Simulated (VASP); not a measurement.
# Te2Mo in VASP: a series of runs, part 2 of 2

VASP 6.6.1. Earlier steps stand in the parts before.

## (3) Single point, LDA (atom 3 (Mo) moved by (+0.000, +0.300) A along x and y)

File INCAR:

```
SYSTEM = Te2Mo
ALGO = Normal
EDIFF = 1E-6
ENCUT = 520
GGA = CA
ISIF = 2
ISMEAR = 0
LASPH = .True.
LCHARG = .True.
LELF = .True.
LREAL = .False.
LVHAR = .True.
LWAVE = .False.
NBANDS = 20
NELM = 80
PREC = Accurate
SIGMA = 0.05
```

File KPOINTS:

```
k-points
0
Gamma
  12 12 2
  0 0 0
```

File POSCAR:

```
Te2Mo
1.0
    3.5602328140      0.0000000000      0.0000000000
   -1.7801164070      3.0832520603      0.0000000000
    0.0000000000      0.0000000000     17.5240578200
Te Mo
2 1
Direct
    0.3333333333      0.6666666667      0.8978554500
    0.3333333333      0.6666666667      0.1021445500
    0.0486499310      0.0972998620      0.0000000000
```

Potentials or basis: VASP PAW LDA potentials, release 64 (Te, Mo_sv).

The run is started by

```
$ cat potpaw_LDA.64/Te/POTCAR potpaw_LDA.64/Mo_sv/POTCAR > POTCAR
$ mpirun -np 1 vasp_std > vasp.out
```

OUTCAR:

```text
SYSTEM = Te2Mo
   EDIFF = 1E-6
   ENCUT = 520
   GGA = CA
   ISIF = 2
   ISMEAR = 0
   LASPH = .True.
   LREAL = .False.
   NELM = 80
   PREC = Accurate

 ion  position               nearest neighbor table
   1  0.333  0.667  0.898-   3 2.51   3 2.85   3 2.85   2 3.58
   2  0.333  0.667  0.102-   3 2.51   3 2.85   3 2.85   1 3.58
   3  0.049  0.097  0.000-   1 2.51   2 2.51   1 2.85   2 2.85   1 2.85   2 2.85

  LATTYP: Found a hexagonal cell.
 ALAT       =     3.5602328140
 C/A-ratio  =     4.9221662558

  Lattice vectors:

 A1 = (   3.5602328140,   0.0000000000,   0.0000000000)
 A2 = (  -1.7801164070,   3.0832520603,   0.0000000000)
 A3 = (   0.0000000000,   0.0000000000,  17.5240578200)

Analysis of symmetry for initial positions (statically):
=====================================================================
 Subroutine PRICEL returns:
 Original cell was already a primitive cell.

 Routine SETGRP: Setting up the symmetry group for a
 hexagonal supercell.

 Subroutine GETGRP returns: Found  4 space group operations
 (whereof  4 operations were pure point group operations)
 out of a pool of 24 trial point group operations.

The static configuration has the point symmetry C_2v.

Analysis of symmetry for dynamics (positions and initial velocities):
=====================================================================
 Subroutine PRICEL returns:
 Original cell was already a primitive cell.

 Routine SETGRP: Setting up the symmetry group for a
 hexagonal supercell.

 Subroutine GETGRP returns: Found  4 space group operations
 (whereof  4 operations were pure point group operations)
 out of a pool of 24 trial point group operations.

The dynamic configuration has the point symmetry C_2v.

 Subroutine INISYM returns: Found  4 space group operations
 (whereof  4 operations are pure point group operations),
 and found     1 'primitive' translations

----------------------------------------------------------------------------------------

                                     Primitive cell

  volume of cell :     192.3633

  direct lattice vectors                    reciprocal lattice vectors
     3.560232814  0.000000000  0.000000000     0.280880508  0.162166437  0.000000000
    -1.780116407  3.083252060  0.000000000     0.000000000  0.324332873  0.000000000
     0.000000000  0.000000000 17.524057820     0.000000000  0.000000000  0.057064409

  length of vectors
     3.560232814  3.560232814 17.524057820     0.324332873  0.324332873  0.057064409

  position of ions in fractional coordinates (direct lattice)
     0.333333333  0.666666667  0.897855450
     0.333333333  0.666666667  0.102144550
     0.048649931  0.097299862  0.000000000

  ion indices of the primitive-cell ions
   primitive index   ion index
                 1           1
                 2           2
                 3           3

----------------------------------------------------------------------------------------

 KPOINTS: k-points

Automatic generation of k-mesh.
 Grid dimensions read from file:
 generate k-points for:   12   12    2

 Generating k-lattice:

  Cartesian coordinates                     Fractional coordinates (reciprocal lattice)
     0.023406709  0.013513870  0.000000000     0.083333333  0.000000000  0.000000000
     0.000000000  0.027027739  0.000000000     0.000000000  0.083333333  0.000000000
     0.000000000  0.000000000  0.028532204     0.000000000  0.000000000  0.500000000

  Length of vectors
     0.027027739  0.027027739  0.028532204

  Shift w.r.t. Gamma in fractional coordinates (k-lattice)
     0.000000000  0.000000000  0.000000000

 Subroutine IBZKPT returns following result:
 ===========================================

 Found     86 irreducible k-points:

 Following reciprocal coordinates:
            Coordinates               Weight
  0.000000  0.000000  0.000000      1.000000
  0.083333  0.000000  0.000000      4.000000
  0.000000  0.083333  0.000000      2.000000
  0.166667  0.000000  0.000000      4.000000
  0.000000  0.166667  0.000000      2.000000
  0.250000  0.000000  0.000000      4.000000
[... 16 lines left out ...]
 -0.083333  0.416667  0.000000      4.000000
 -0.416667  0.333333  0.000000      4.000000
 [... further k-points ...]
   k-points           NKPTS =     86   k-points in BZ     NKDIM =     86   number of bands    NBANDS=     20
   number of dos      NEDOS =    301   number of ions     NIONS =      3
   total plane-waves  NPLWV = 109760
   dimension x,y,z NGX =    28 NGY =   28 NGZ =  140
   dimension x,y,z NGXF=    56 NGYF=   56 NGZF=  280
   ions per type =               2   1
   NGX,Y,Z   is equivalent  to a cutoff of  13.07, 13.07, 13.28 a.u.
   NGXF,Y,Z  is equivalent  to a cutoff of  26.15, 26.15, 26.56 a.u.
 SYSTEM =  Te2Mo
   PREC   = accura    normal or accurate (medium, high low for compatibility)
   ISTART =      0    job   : 0-new  1-cont  2-samecut
   ICHARG =      2    charge: 1-file 2-atom 10-const
   ISPIN  =      1    spin polarized calculation?
   LNONCOLLINEAR =      F non collinear calculations
   LSORBIT =      F    spin-orbit coupling
   LASPH  =      T    aspherical Exc in radial PAW
   ENCUT  =  520.0 eV  38.22 Ry    6.18 a.u.   6.62  6.62 32.58*2*pi/ulx,y,z
   NELM   =     80;   NELMIN=  2; NELMDL= -5     # of ELM steps
   EDIFF  = 0.1E-05   stopping-criterion for ELM
   LREAL  =      F    real-space projection
   EDIFFG = 0.1E-04   stopping-criterion for IOM
   NSW    =      0    number of steps for IOM
   IBRION =     -1    ionic relax: 0-MD 1-quasi-New 2-CG
   NFREE  =      0    steps in history (QN), initial steepest desc. (CG)
   ISIF   =      2    stress and relaxation
   ISYM   =      2    0-nonsym 1-usesym 2-fastsym
   POTIM  = 0.5000    time-step for ionic-motion
   TEBEG  =    0.0;   TEEND  =   0.0 temperature during run
   PSTRESS=    0.0 pullay stress
   NELECT =      26.0000    total number of electrons
   NUPDOWN=      -1.0000    fix difference up-down
   EMIN   =  10.00;   EMAX   =-10.00  energy-range for DOS
   EFERMI =   0.00;   METHOD = LEGACY
   ISMEAR =     0;   SIGMA  =   0.05  broadening in eV -4-tet -1-fermi 0-gaus
   EFERMI_NEDOS =   21; number of points for ismear=-14 and -15
   IALGO  =     38    algorithm
   IMIX   =      4    mixing-type and parameters
     AMIX     =   0.40;   BMIX     =  1.00
     AMIX_MAG =   1.60;   BMIX_MAG =  1.00
  volume/ion in A,a.u.               =      64.12       432.71
  Fermi-wavevector in a.u.,A,eV,Ry     =   0.840153  1.587660  9.603777  0.705858
  Thomas-Fermi vector in A             =   1.954489
   LORBIT       =      0    0 simple, 1 ext, 2 COOP (PROOUT), +10 PAW based schemes
   GGA     = CA    functional components
   LHFCALC =     F    Hartree Fock is set to
   AEXX    =    0.0000 exact exchange contribution
   IVDW    =     0    specifies the selected vdW correction
   LEPSILON=     F    determine dielectric tensor
   LRPA    =     F    only Hartree local field effects (RPA)
 non-spin polarized calculation
 Gauss-broadening in eV      SIGMA  =   0.05
  energy-cutoff  :      520.00
  volume of cell :      192.36
 maximum number of plane-waves:      5262
   NGX = 13   NGY = 13   NGZ = 65

 number of electron      26.0000002 magnetization

 Free energy of the ion-electron system (eV)
  ---------------------------------------------------
  ext. energy  EPLUGINS =         0.00000000
  ---------------------------------------------------
  free energy    TOTEN  =       -19.77258975 eV

  energy without entropy =      -19.77258975  energy(sigma->0) =      -19.77258975

 E-fermi :   0.4820     XC(G=0):  -4.8305

 val. band max:        0.2326804502   @ k =   0.5000   0.0000   0.0000
 cond. band min:       0.9796805426   @ k =   0.3333   0.3333   0.0000
 fundamental gap:      0.7470000924
 Fermi energy:         0.4820105419

 k-point     1 :       0.0000    0.0000    0.0000
  band No.  band energies     occupation
      1     -60.3614      2.00000
      2     -34.7670      2.00000
      3     -34.6274      2.00000
      4     -34.5499      2.00000
      5     -12.6825      2.00000
      6     -11.7065      2.00000
[... 12 lines left out ...]
     19       4.7800      0.00000
     20       5.6102      0.00000

 k-point     2 :       0.0833    0.0000    0.0000
  band No.  band energies     occupation
      1     -60.3609      2.00000
      2     -34.7653      2.00000
      3     -34.6312      2.00000
      4     -34.5558      2.00000
      5     -12.5913      2.00000
      6     -11.6413      2.00000
[... 498 lines left out ...]
 k-point    24 :      -0.4167    0.3333    0.0000
  band No.  band energies     occupation
      1     -60.3541      2.00000
      2     -34.7455      2.00000
      3     -34.6850      2.00000
      4     -34.6159      2.00000
      5     -11.1707      2.00000
      6     -10.6145      2.00000
[... 12 lines left out ...]
     19       6.0379      0.00000
     20       6.5182      0.00000

 [... further k-points ...]
[... 5 lines left out ...]
  --------------------------------------------------------------------------------------
  -------------------------------------------------------------------------------------
  Total       -3.3747645      0.5207550      1.5457194      0.0000000      0.0000000      0.0000000
  in kB      -28.1081299      4.3373247     12.8741671      0.0000000      0.0000000      0.0000000
  external PRESSURE =      -3.6322127 kB  Pullay stress =       0.0000000 kB

 VOLUME and BASIS-vectors are now :
 -----------------------------------------------------------------------------
  energy-cutoff  :      520.00
  volume of cell :      192.36
      direct lattice vectors                 reciprocal lattice vectors
     3.560232814  0.000000000  0.000000000     0.280880508  0.162166437  0.000000000
    -1.780116407  3.083252060  0.000000000     0.000000000  0.324332873  0.000000000
     0.000000000  0.000000000 17.524057820     0.000000000  0.000000000  0.057064409

 POSITION                                       TOTAL-FORCE (eV/Angst)
 -----------------------------------------------------------------------------------
     -0.00000      2.05550     15.73407         0.000000      2.167884     -0.434938
     -0.00000      2.05550      1.78999         0.000000      2.167884      0.434938
      0.00000      0.30000      0.00000        -0.000000     -4.335768      0.000000
 -----------------------------------------------------------------------------------
    total drift:                               -0.000000     -0.000145     -0.000000

  FREE ENERGIE OF THE ION-ELECTRON SYSTEM (eV)
  ---------------------------------------------------
  free  energy   TOTEN  =       -19.7725897492 eV

  energy  without entropy=      -19.7725897492  energy(sigma->0) =      -19.77258975
```

stdout:

```text
POSCAR found type information on POSCAR TeMo
 POSCAR found :  2 types and       3 ions
 scaLAPACK will be used
 LDA part: xc-table for (Slater(with rela. corr.)+CA(PZ))
 , standard interpolation
 POSCAR, INCAR and KPOINTS ok, starting setup
 FFT: planning ... GRIDC
 FFT: planning ... GRID_SOFT
 FFT: planning ... GRID
 WAVECAR not read
 entering main loop
```

It took 3.8 min on 1 thread of Intel Xeon 6975P-C (Granite Rapids), shared host; peak memory 0.48 GiB.

What came out:

- Free energy: -19.7726 eV
- Largest force: 4.336 eV/Å
- Band gap on the k mesh: 0.75 eV, indirect (least direct gap 1.00 eV)

Forces on the atoms (eV/Å):
```
Te   0.000  2.168 -0.435
Te   0.000  2.168  0.435
Mo   0.000 -4.336  0.000
```

Caveat: the cell differs from its parent crystal (atom 3 (Mo) moved by (+0.000, +0.300) A along x and y); spin-orbit coupling is left out, which moves the levels of the heavy elements.

## (4) Single point, LDA (atom 3 (Mo) moved by (+0.000, -0.150) A along x and y)

File INCAR:

```
PREC = Accurate ; ENCUT = 520
EDIFF = 1E-6 ; ISMEAR = 0
SIGMA = 0.05 ; LREAL = F
LASPH = T ; NELM = 100
ALGO = Normal ; ISIF = 2
LWAVE = F ; LCHARG = F
NBANDS = 20
```

File KPOINTS:

```
regular mesh
0
Gamma
  12 12 2
```

Changes to POSCAR since step 3:

```diff
@@ -10,2 +10,2 @@
     0.3333333333      0.6666666667      0.1021445500
-    0.0486499310      0.0972998620      0.0000000000
+   -0.0243249655     -0.0486499310      0.0000000000
```

The run is started by

```
$ cat potpaw_LDA.64/Te/POTCAR potpaw_LDA.64/Mo_sv/POTCAR > POTCAR
$ mpirun -np 1 vasp_std > vasp.out
```

Wall time 3.7 min (1 thread of Intel Xeon 6975P-C (Granite Rapids), shared host); peak memory 0.48 GiB.

It converged, with:

- Free energy: -20.2661 eV
- Largest force: 1.901 eV/Å
- Band gap on the k mesh: 1.04 eV, direct

Forces on the atoms (eV/Å):
```
Te   0.000 -0.951  0.207
Te   0.000 -0.951 -0.207
Mo   0.000  1.901  0.000
```

Levels at points of the mesh, in eV from the valence-band top:
| k point | band 10 | band 11 | band 12 | band 13 | band 14 | band 15 | band 16 | band 17 |
| --- | --- | --- | --- | --- | --- | --- | --- | --- |
| (0.00, 0.00, 0.00) | -1.58 | -1.32 | -0.47 | -0.41 | 2.55 | 3.06 | 3.45 | 3.54 |
| (0.50, 0.00, 0.00) | -2.23 | -1.62 | -0.98 | -0.09 | 1.30 | 1.71 | 3.09 | 3.92 |
| (0.00, 0.50, 0.00) | -2.50 | -1.30 | -0.54 | -0.40 | 1.45 | 1.77 | 2.91 | 3.80 |
| (0.00, 0.00, 0.50) | -1.58 | -1.32 | -0.47 | -0.41 | 2.55 | 3.06 | 3.45 | 3.54 |
| (0.50, 0.00, 0.50) | -2.23 | -1.62 | -0.98 | -0.09 | 1.30 | 1.71 | 3.09 | 3.92 |
| (0.00, 0.50, 0.50) | -2.50 | -1.30 | -0.54 | -0.40 | 1.45 | 1.77 | 2.91 | 3.80 |

Caveat: the cell differs from its parent crystal (atom 3 (Mo) moved by (+0.000, -0.150) A along x and y); spin-orbit coupling is left out, which moves the levels of the heavy elements.
